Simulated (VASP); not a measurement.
# BaTiO3 (P1) in VASP: notebook, part 2 of 2

VASP 6.6.1. The steps go on from the part before.

### Step 3. Single point, PBE

Input file INCAR:

```
SYSTEM = BaTiO3
PREC     = Accurate       ! precision mode
ENCUT    = 1340           ! plane-wave cutoff, eV
EDIFF    = 1E-6           ! SCF threshold, eV
ISMEAR   = -1             ! smearing method
SIGMA    = 0.05           ! smearing width, eV
LREAL    = .FALSE.        ! projectors in reciprocal space
LASPH    = .TRUE.         ! aspherical terms in the spheres
NELM     = 120            ! most SCF steps
ALGO     = Normal         ! electronic algorithm
ISIF     = 2              ! what is computed and relaxed
LWAVE    = .FALSE.        ! write WAVECAR
LCHARG   = .FALSE.        ! write CHGCAR
GGA      = PE             ! functional
NBANDS   = 28             ! bands
GGA_COMPAT= .FALSE.
```

Input file KPOINTS:

```
regular mesh
0
G
  6 5 6
  0 0 0
```

Input file POSCAR:

```
BaTiO3
1.0
    3.7267883628     -0.4032809600      0.0223674800
   -0.2680959586      3.2740519034      3.1100811900
    0.3026585042     -2.7521250348      2.5899183700
Ba Ti O
1 1 3
Direct
    0.0036372600      0.9972694200      0.9985015400
    0.5002452300      0.5116078500      0.5101821300
    0.9983542100      0.4928168200      0.4950359800
    0.4999067000      0.5015397800      0.9945381500
    0.4978566000      0.9929861300      0.4979621900
```

Potentials or basis: VASP PAW PBE potentials, release 64 (Ba_sv, Ti_sv, O_h).

Run with:

```sh
> cat potpaw_PBE.64/Ba_sv/POTCAR potpaw_PBE.64/Ti_sv/POTCAR potpaw_PBE.64/O_h/POTCAR > POTCAR
> mpirun -np 1 vasp_std > vasp.out
```

OUTCAR:

```text
SYSTEM = BaTiO3
   PREC = Accurate
   ENCUT = 1340
   EDIFF = 1E-6
   ISMEAR = -1
   LREAL = .FALSE.
   LASPH = .TRUE.
   NELM = 120
   ISIF = 2
   GGA = PE

 ion  position               nearest neighbor table
   1  0.004  0.997  0.999-   5 2.43   5 2.45   4 2.73   4 2.74   3 2.84   5 2.86   3 2.89   5 2.89
                             3 3.03   3 3.04   4 3.10   2 3.22   2 3.25   2 3.35   2 3.37   2 3.48
   2  0.500  0.512  0.510-   4 1.84   3 1.87   3 1.88   4 1.95   5 2.18   1 3.22   1 3.25   1 3.35
                             1 3.37   1 3.48   1 3.49
   3  0.998  0.493  0.495-   2 1.87   2 1.88   1 2.84   1 2.89   1 3.03   1 3.04
   4  0.500  0.502  0.995-   2 1.84   2 1.95   1 2.73   1 2.74   1 3.10
   5  0.498  0.993  0.498-   2 2.18   1 2.43   1 2.45   1 2.86   1 2.89

  LATTYP: Found a triclinic cell.
 ALAT       =     3.7912361494
 B/A-ratio  =     1.5097844650
 C/A-ratio  =     0.9887570281
 COS(alpha) =     0.0021353891
 COS(beta)  =     0.1615377570
 COS(gamma) =     0.6145653225

  Lattice vectors:

 A1 = (  -0.3026585042,   2.7521250348,  -2.5899183700)
 A2 = (  -0.0345625456,  -0.5219268686,  -5.6999995600)
[... 181 lines left out ...]

 E-fermi :   5.5906     XC(G=0): -11.3255

 val. band max:        5.2584689564   @ k =   0.5000   0.4000   0.5000
 cond. band min:       5.8402189689   @ k =   0.0000   0.0000   0.0000
 fundamental gap:      0.5817500125
 Fermi energy:         5.5905617599

 k-point     1 :       0.0000    0.0000    0.0000
  band No.  band energies     occupation
      1     -52.0883      2.00000
      2     -28.4090      2.00000
      3     -28.3675      2.00000
      4     -28.2884      2.00000
      5     -20.4073      2.00000
      6     -12.9953      2.00000
[... 733 lines left out ...]
     27      11.6625      0.00000
     28      12.5642      0.00000

 [... further k-points ...]

------------------------ aborting loop because EDIFF is reached ----------------------------------------

  FORCE on cell =-STRESS in cart. coord.  units (eV):
  Direction    XX          YY          ZZ          XY          YZ          ZX
  --------------------------------------------------------------------------------------
  -------------------------------------------------------------------------------------
  Total       12.8191955      3.0050264      7.1575448     10.2626697     -6.7567004     -3.0512713
  in kB      326.8663003     76.6227392    182.5044481    261.6795152   -172.2836405    -77.8018993
  external PRESSURE =     195.3311625 kB  Pullay stress =       0.0000000 kB

 VOLUME and BASIS-vectors are now :
 -----------------------------------------------------------------------------
  energy-cutoff  :     1340.00
  volume of cell :       62.83
      direct lattice vectors                 reciprocal lattice vectors
     3.726788363 -0.403280960  0.022367480     0.271168548  0.026030727 -0.004027792
    -0.268095959  3.274051903  3.110081190     0.015642677  0.153502302  0.161288148
     0.302658504 -2.752125035  2.589918370    -0.021126284 -0.184556729  0.192465856

 POSITION                                       TOTAL-FORCE (eV/Angst)
 -----------------------------------------------------------------------------------
      0.04840      0.51564      5.68771        -0.060642      0.069192      0.345559
      1.88156      0.06921      2.92366        -0.159670      0.548012      0.276031
      3.73836     -0.15151      2.83713         0.109739      0.006273     -0.191569
      2.02959     -1.29663      4.14678        -0.098365     -0.095953      0.052494
      1.73990      1.67986      4.38908         0.208939     -0.527524     -0.482515
 -----------------------------------------------------------------------------------
    total drift:                                0.000194     -0.000350     -0.000815

  FREE ENERGIE OF THE ION-ELECTRON SYSTEM (eV)
  ---------------------------------------------------
  free  energy   TOTEN  =       -37.9171500520 eV

  energy  without entropy=      -37.9170939700  energy(sigma->0) =      -37.91712201
```

OSZICAR:

```text
N       E                     dE             d eps       ncg     rms          rms(c)
DAV:   1     0.683799208905E+03    0.68380E+03   -0.35868E+04  5152   0.314E+03
DAV:   2     0.810455184116E+02   -0.60275E+03   -0.57603E+03  5296   0.654E+02
DAV:   3    -0.403471652390E+02   -0.12139E+03   -0.11339E+03  7920   0.215E+02
DAV:   4    -0.487836972399E+02   -0.84365E+01   -0.83923E+01  6728   0.558E+01
DAV:   5    -0.491376451608E+02   -0.35395E+00   -0.35358E+00  8040   0.110E+01    0.256E+01
DAV:   6    -0.381616677918E+02    0.10976E+02   -0.56650E+01  7508   0.697E+01    0.114E+01
DAV:   7    -0.381767964857E+02   -0.15129E-01   -0.13271E+01  7028   0.265E+01    0.807E+00
DAV:   8    -0.379004087288E+02    0.27639E+00   -0.11703E+00  6628   0.995E+00    0.363E+00
DAV:   9    -0.379508525994E+02   -0.50444E-01   -0.38876E-01  8120   0.500E+00    0.181E+00
DAV:  10    -0.379196512431E+02    0.31201E-01   -0.21889E-01  6408   0.453E+00    0.488E-01
DAV:  11    -0.379172357004E+02    0.24155E-02   -0.18178E-02  6824   0.906E-01    0.173E-01
DAV:  12    -0.379170998069E+02    0.13589E-03   -0.18973E-03  6756   0.346E-01    0.735E-02
DAV:  13    -0.379171688474E+02   -0.69040E-04   -0.68371E-04  7164   0.165E-01    0.541E-02
DAV:  14    -0.379171632056E+02    0.56417E-05   -0.12192E-04  6808   0.845E-02    0.354E-02
DAV:  15    -0.379171484014E+02    0.14804E-04   -0.89746E-05  7320   0.877E-02    0.700E-03
DAV:  16    -0.379171496502E+02   -0.12488E-05   -0.66012E-06  6208   0.211E-02    0.315E-03
DAV:  17    -0.379171500520E+02   -0.40181E-06   -0.15560E-06  4364   0.110E-02
   1 F= -.37917150E+02 E0= -.37917122E+02  d E =-.560820E-04
```

Run time: 5.8 min. Hardware: 1 thread of AMD EPYC 9R45 (Zen 5), shared host; peak memory 0.8 GiB.

Results:

| Item | Value |
| --- | --- |
| Free energy | -37.9172 eV |
| Pressure | 19.5 GPa |
| Largest force | 0.745 eV/Å |
| Band gap on the k mesh | 0.58 eV (least direct gap 0.71 eV) |

Forces on the atoms (eV/Å):
```
Ba  -0.061  0.069  0.346
Ti  -0.160  0.548  0.276
O    0.110  0.006 -0.192
O   -0.098 -0.096  0.052
O    0.209 -0.528 -0.483
```

Levels at points of the mesh, in eV from the valence-band top:
| k point | band 16 | band 17 | band 18 | band 19 | band 20 | band 21 | band 22 | band 23 | band 24 | band 25 |
| --- | --- | --- | --- | --- | --- | --- | --- | --- | --- | --- |
| (0.00, 0.00, 0.00) | -2.10 | -1.72 | -0.95 | -0.69 | -0.12 | 0.58 | 0.97 | 1.19 | 2.32 | 3.66 |
| (0.50, 0.00, 0.00) | -3.21 | -2.99 | -2.63 | -2.02 | -1.47 | 1.16 | 2.44 | 3.28 | 3.34 | 5.73 |
| (0.00, 0.00, 0.50) | -2.95 | -2.87 | -2.65 | -2.19 | -1.11 | 1.21 | 2.51 | 3.13 | 3.26 | 5.87 |
| (0.50, 0.00, 0.50) | -3.94 | -2.46 | -1.19 | -0.21 | -0.06 | 2.62 | 2.96 | 3.39 | 3.89 | 7.40 |

Caveat: the stress differs along the axes, from 8 to 33 GPa; spin-orbit coupling is left out, which moves the levels of the heavy elements. A hybrid or GW would open this gap; PBE tends to underestimate it.
